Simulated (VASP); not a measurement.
# PbS (F-43m) in VASP: further runs, part 2 of 2

VASP 6.6.1.

**5. Single point, r2SCAN**

Input file POSCAR:

```
PbS
1.0
    0.0000000000      3.3009775006      3.3009775006
    3.3009775006      0.0000000000      3.3009775006
    3.3009775006      3.3009775006      0.0000000000
Pb S
1 1
Direct
    0.0000000000      0.0000000000      0.0000000000
    0.2500000000      0.2500000000      0.2500000000
```

Input file INCAR.step1:

```
SYSTEM = PbS
PREC = Accurate
ENCUT = 520
ISMEAR = 0
SIGMA = 0.01
LREAL = .False.
LASPH = .True.
NELM = 100
NBANDS = 17
GGA = PE
ALGO = Normal
EDIFF = 1E-4
LWAVE = .True.
LCHARG = .False.
```

Input file INCAR.step2:

```
SYSTEM = PbS
PREC = Accurate
ENCUT = 520
EDIFF = 1E-7
ISMEAR = 0
SIGMA = 0.01
LREAL = .False.
LASPH = .True.
NELM = 100
ALGO = Normal
ISIF = 2
LWAVE = .False.
LCHARG = .True.
METAGGA = R2SCAN
LMIXTAU = .True.
LELF = .True.
LVHAR = .True.
NBANDS = 17
ISTART = 1
```

Input file KPOINTS:

```
regular mesh
0
Gamma
  4 4 4
  0 0 0
```

Potentials or basis: VASP PAW PBE potentials, release 64 (Pb_d, S).

Launch:

```sh
$ cat potpaw_PBE.64/Pb_d/POTCAR potpaw_PBE.64/S/POTCAR > POTCAR
$ cp INCAR.step1 INCAR
$ mpirun -np 1 vasp_std > vasp.out
$ cp INCAR.step2 INCAR
$ mpirun -np 1 vasp_std > vasp.out
```

OUTCAR:

```text
SYSTEM = PbS
   PREC = Accurate
   ENCUT = 520
   EDIFF = 1E-7
   ISMEAR = 0
   LREAL = .False.
   LASPH = .True.
   NELM = 100
   ISIF = 2
   METAGGA = R2SCAN
   ISTART = 1

 ion  position               nearest neighbor table
   1  0.000  0.000  0.000-   2 2.86   2 2.86   2 2.86   2 2.86
   2  0.250  0.250  0.250-   1 2.86   1 2.86   1 2.86   1 2.86

  LATTYP: Found a face centered cubic cell.
 ALAT       =     6.6019550012

  Lattice vectors:

 A1 = (   0.0000000000,   3.3009775006,   3.3009775006)
 A2 = (   3.3009775006,   0.0000000000,   3.3009775006)
 A3 = (   3.3009775006,   3.3009775006,   0.0000000000)

Analysis of symmetry for initial positions (statically):
=====================================================================
 Subroutine PRICEL returns:
 Original cell was already a primitive cell.

 Routine SETGRP: Setting up the symmetry group for a
 face centered cubic supercell.

 Subroutine GETGRP returns: Found 24 space group operations
 (whereof 24 operations were pure point group operations)
 out of a pool of 48 trial point group operations.

The static configuration has the point symmetry T_d .

Analysis of symmetry for dynamics (positions and initial velocities):
=====================================================================
 Subroutine PRICEL returns:
 Original cell was already a primitive cell.

 Routine SETGRP: Setting up the symmetry group for a
 face centered cubic supercell.

 Subroutine GETGRP returns: Found 24 space group operations
 (whereof 24 operations were pure point group operations)
 out of a pool of 48 trial point group operations.

The dynamic configuration has the point symmetry T_d .

 Subroutine INISYM returns: Found 24 space group operations
 (whereof 24 operations are pure point group operations),
 and found     1 'primitive' translations

[... 94 lines left out ...]
   IALGO  =     38    algorithm
   IMIX   =      4    mixing-type and parameters
     AMIX     =   0.40;   BMIX     =  1.00
     AMIX_MAG =   1.60;   BMIX_MAG =  1.00
  volume/ion in A,a.u.               =      35.97       242.73
  Fermi-wavevector in a.u.,A,eV,Ry     =   1.068478  2.019131 15.533028  1.141645
  Thomas-Fermi vector in A             =   2.204127
   LORBIT       =      0    0 simple, 1 ext, 2 COOP (PROOUT), +10 PAW based schemes
   METAGGA = R2SCAN    functional components
   LHFCALC =     F    Hartree Fock is set to
   AEXX    =    0.0000 exact exchange contribution
   IVDW    =     0    specifies the selected vdW correction
   LEPSILON=     F    determine dielectric tensor
   LRPA    =     F    only Hartree local field effects (RPA)
 non-spin polarized calculation
 Gauss-broadening in eV      SIGMA  =   0.01
  energy-cutoff  :      520.00
  volume of cell :       71.94
 maximum number of plane-waves:      1964
 NGX is ok and might be reduce to    36
   NGX = 17   NGY = 17   NGZ = 17

 number of electron      19.9999996 magnetization

 Free energy of the ion-electron system (eV)
  ---------------------------------------------------
  ext. energy  EPLUGINS =         0.00000000
  ---------------------------------------------------
  free energy    TOTEN  =       -65.11713728 eV

  energy without entropy =      -65.11713728  energy(sigma->0) =      -65.11713728

 E-fermi :   2.7693     XC(G=0):  -8.4706

 val. band max:        2.6972967539   @ k =  -0.2500   0.5000   0.2500
 cond. band min:       3.6504759990   @ k =   0.5000   0.5000   0.0000
 fundamental gap:      0.9531792451
 Fermi energy:         2.7693090449

 k-point     1 :       0.0000    0.0000    0.0000
  band No.  band energies     occupation
      1     -14.5443      2.00000
      2     -14.5443      2.00000
      3     -14.5443      2.00000
      4     -14.5023      2.00000
      5     -14.5023      2.00000
      6     -10.5102      2.00000
[... 137 lines left out ...]
      4     -14.5058      2.00000
      5     -14.4973      2.00000
      6      -9.4571      2.00000
[... 9 lines left out ...]
     16      12.7417      0.00000
     17      12.9032      0.00000

------------------------ aborting loop because EDIFF is reached ----------------------------------------

  FORCE on cell =-STRESS in cart. coord.  units (eV):
  Direction    XX          YY          ZZ          XY          YZ          ZX
  --------------------------------------------------------------------------------------
  -------------------------------------------------------------------------------------
  Total       -0.0273020     -0.0273020     -0.0273020      0.0000000      0.0000000      0.0000000
  in kB       -0.6080607     -0.6080607     -0.6080607      0.0000000      0.0000000      0.0000000
  external PRESSURE =      -0.6080607 kB  Pullay stress =       0.0000000 kB

 VOLUME and BASIS-vectors are now :
 -----------------------------------------------------------------------------
  energy-cutoff  :      520.00
  volume of cell :       71.94
      direct lattice vectors                 reciprocal lattice vectors
     0.000000000  3.300977501  3.300977501    -0.151470284  0.151470284  0.151470284
     3.300977501  0.000000000  3.300977501     0.151470284 -0.151470284  0.151470284
     3.300977501  3.300977501  0.000000000     0.151470284  0.151470284 -0.151470284

 POSITION                                       TOTAL-FORCE (eV/Angst)
 -----------------------------------------------------------------------------------
      0.00000      0.00000      0.00000         0.000000      0.000000      0.000000
      1.65049      1.65049      1.65049        -0.000000     -0.000000     -0.000000
 -----------------------------------------------------------------------------------
    total drift:                                0.000000      0.000000      0.000000

  FREE ENERGIE OF THE ION-ELECTRON SYSTEM (eV)
  ---------------------------------------------------
  free  energy   TOTEN  =       -65.1171372818 eV

  energy  without entropy=      -65.1171372818  energy(sigma->0) =      -65.11713728
```

OSZICAR.step1:

```text
N       E                     dE             d eps       ncg     rms          rms(c)
DAV:   1     0.160142383787E+03    0.16014E+03   -0.92987E+03   272   0.112E+03
DAV:   2     0.589728493503E+01   -0.15425E+03   -0.14916E+03   289   0.293E+02
DAV:   3    -0.858584057274E+01   -0.14483E+02   -0.14387E+02   340   0.967E+01
DAV:   4    -0.909723558224E+01   -0.51140E+00   -0.51063E+00   350   0.201E+01
DAV:   5    -0.911390734820E+01   -0.16672E-01   -0.16671E-01   402   0.372E+00    0.494E+00
DAV:   6    -0.840430021401E+01    0.70961E+00   -0.21809E+00   410   0.903E+00    0.377E+00
DAV:   7    -0.840488543359E+01   -0.58522E-03   -0.18337E-01   314   0.204E+00    0.192E+00
DAV:   8    -0.840888616599E+01   -0.40007E-02   -0.17860E-02   313   0.145E+00    0.176E-01
DAV:   9    -0.840974381799E+01   -0.85765E-03   -0.56761E-03   368   0.514E-01    0.203E-01
DAV:  10    -0.841039614816E+01   -0.65233E-03   -0.84917E-04   315   0.209E-01    0.482E-02
DAV:  11    -0.841052677386E+01   -0.13063E-03   -0.22808E-04   315   0.130E-01    0.393E-02
DAV:  12    -0.841054471656E+01   -0.17943E-04   -0.36188E-05   233   0.584E-02
   1 F= -.84105447E+01 E0= -.84105447E+01  d E =-.208428E-18
```

Run time: 24 s. Hardware: 1 thread of Intel Xeon 6975P-C (Granite Rapids), shared host; peak memory 0.21 GiB.

What came out:

* Free energy: -65.1171 eV
* Pressure: -0.1 GPa
* Band gap on the k mesh: 0.95 eV, indirect (least direct gap 1.45 eV)

Levels at points of the mesh, in eV from the valence-band top:
| k point | band 7 | band 8 | band 9 | band 10 | band 11 | band 12 | band 13 | band 14 |
| --- | --- | --- | --- | --- | --- | --- | --- | --- |
| (0.00, 0.00, 0.00) | -6.02 | -1.85 | -1.85 | -1.85 | 2.74 | 2.74 | 2.74 | 5.41 |
| (0.50, 0.00, 0.00) | -7.92 | -2.36 | -2.36 | -1.95 | 3.46 | 3.46 | 3.83 | 7.24 |
| (0.50, 0.50, 0.00) | -8.33 | -3.07 | -3.07 | -0.49 | 0.95 | 5.46 | 5.46 | 6.26 |

Caveat: the PAW data sets were made with another functional, which shifts forces and pressure a little; spin-orbit coupling is left out, which moves the levels of the heavy elements. A k mesh can miss the band edges.

**6. Single point, PBE**

Input file INCAR:

```
SYSTEM = PbS
PREC     = Accurate       ! precision mode
ENCUT    = 520            ! plane-wave cutoff, eV
EDIFF    = 1E-7           ! SCF threshold, eV
ISMEAR   = 0              ! smearing method
SIGMA    = 0.01           ! smearing width, eV
LREAL    = .False.        ! projectors in reciprocal space
LASPH    = .True.         ! aspherical terms in the spheres
NELM     = 100            ! most SCF steps
ALGO     = Normal         ! electronic algorithm
ISIF     = 2              ! what is computed and relaxed
LWAVE    = .False.        ! write WAVECAR
LCHARG   = .True.         ! write CHGCAR
GGA      = PE             ! functional
LELF     = .True.         ! ELF
LVHAR    = .True.       
NBANDS   = 17             ! bands
```

Input file KPOINTS:

```
regular mesh
0
Gamma
  6 6 6
  0 0 0
```

POSCAR is that of step 5.

Potentials or basis: VASP PAW PBE potentials, release 64 (Pb_d, S).

Launch:

```sh
$ cat potpaw_PBE.64/Pb_d/POTCAR potpaw_PBE.64/S/POTCAR > POTCAR
$ mpirun -np 1 vasp_std > vasp.out
```

Run time: 9.9 s. Hardware: 1 thread of Intel Xeon 6975P-C (Granite Rapids), shared host; peak memory 0.2 GiB.

Results (log left out):

```
Free energy            : -8.4054 eV
Pressure               : 0.7 GPa
Band gap on the k mesh : 0.91 eV, indirect (least direct gap 1.27 eV)
```

Levels at points of the mesh, in eV from the valence-band top:
```tsv
k point	band 6	band 7	band 8	band 9	band 10	band 11	band 12	band 13	band 14	band 15
(0.00, 0.00, 0.00)	-12.50	-5.83	-1.62	-1.62	-1.62	2.60	2.60	2.60	5.41	8.72
(0.50, 0.00, 0.00)	-11.77	-7.60	-2.12	-2.12	-1.81	3.31	3.31	3.71	7.18	8.68
(0.50, 0.50, 0.00)	-11.48	-8.00	-2.82	-2.82	-0.35	0.91	5.20	5.20	6.11	8.78
```

Caveat: spin-orbit coupling is left out, which moves the levels of the heavy elements.

**7. Single point, HSE06**

POSCAR is that of step 6.

Input file INCAR.step1:

```
PREC     = Accurate       # precision mode
ENCUT    = 520            # plane-wave cutoff, eV
EDIFF    = 1E-5           # SCF threshold, eV
ISMEAR   = 0              # smearing method
SIGMA    = 0.01           # smearing width, eV
LREAL    = F              # projectors in reciprocal space
LASPH    = T              # aspherical terms in the spheres
NELM     = 80             # most SCF steps
ALGO     = Normal         # electronic algorithm
ISIF     = 2              # what is computed and relaxed
LWAVE    = T              # write WAVECAR
LCHARG   = F              # write CHGCAR
GGA      = PE             # functional
NBANDS   = 17             # bands
```

Input file INCAR.step2:

```
PREC     = Accurate       # precision mode
ENCUT    = 520            # plane-wave cutoff, eV
EDIFF    = 1E-6           # SCF threshold, eV
ISMEAR   = 0              # smearing method
SIGMA    = 0.01           # smearing width, eV
LREAL    = F              # projectors in reciprocal space
LASPH    = T              # aspherical terms in the spheres
NELM     = 80             # most SCF steps
ALGO     = Normal         # electronic algorithm
ISIF     = 2              # what is computed and relaxed
LWAVE    = F              # write WAVECAR
LCHARG   = F              # write CHGCAR
GGA      = PE             # functional
LHFCALC  = T              # exact exchange
HFSCREEN = 0.2079         # screening, 1/A
PRECFOCK = Normal       
ISTART   = 1            
NBANDS   = 17             # bands
```

Input file KPOINTS:

```
Automatic mesh
0
Gamma
  4 4 4
```

Launch:

```sh
$ cat potpaw_PBE.64/Pb_d/POTCAR potpaw_PBE.64/S/POTCAR > POTCAR
$ cp INCAR.step1 INCAR
$ mpirun -np 1 vasp_std > vasp.out
$ cp INCAR.step2 INCAR
$ mpirun -np 1 vasp_std > vasp.out
```

Wall time 5.5 min (1 thread of Intel Xeon 6975P-C (Granite Rapids), shared host); peak memory 0.32 GiB.

The run converged. Its results:

```
Free energy            : -9.9834 eV
Pressure               : 0.0 GPa
Band gap on the k mesh : 1.29 eV, indirect (least direct gap 1.81 eV)
```

Levels at points of the mesh, in eV from the valence-band top:
```
           k point  band 8  band 9  band 10  band 11  band 12  band 13
(0.00, 0.00, 0.00)   -2.03   -2.03    -2.03     3.11     3.11     3.11
(0.50, 0.00, 0.00)   -2.58   -2.58    -2.05     3.86     3.86     4.28
(0.50, 0.50, 0.00)   -3.33   -3.33    -0.52     1.29     5.96     5.96
```

Caveat: the PAW data sets were made with another functional, which shifts forces and pressure a little; spin-orbit coupling is left out, which moves the levels of the heavy elements. A k mesh can miss the band edges.

**8. The runs side by side**

```csv
level,potentials or basis,k mesh,grid for exact exchange (PRECFOCK),screening parameter,gap on the mesh (eV),pressure (GPa)
PBE,"VASP PAW PBE potentials, release 64 (Pb_d, S)",4 × 4 × 4,-,-,0.80,0.7
LDA,"VASP PAW LDA potentials, release 64 (Pb_d, S)",4 × 4 × 4,-,-,0.60,-2.2
r2SCAN,"VASP PAW PBE potentials, release 64 (Pb_d, S)",4 × 4 × 4,-,-,0.95,-0.1
PBE,"VASP PAW PBE potentials, release 64 (Pb_d, S)",6 × 6 × 6,-,-,0.91,0.7
HSE06,"VASP PAW PBE potentials, release 64 (Pb_d, S)",4 × 4 × 4,Normal,0.2079 1/Å,1.29,0.0
```

Alike in all rows: task single point; no spin polarisation; cell as given; cutoff (eV) 520; smearing gaussian 0.01 eV.

Caveats: spin-orbit coupling is left out, which moves the levels of the heavy elements; the PAW data sets were made with another functional, which shifts forces and pressure a little (some runs).

Total energies depend on the potentials used, so only differences within one code and one set of settings carry meaning.
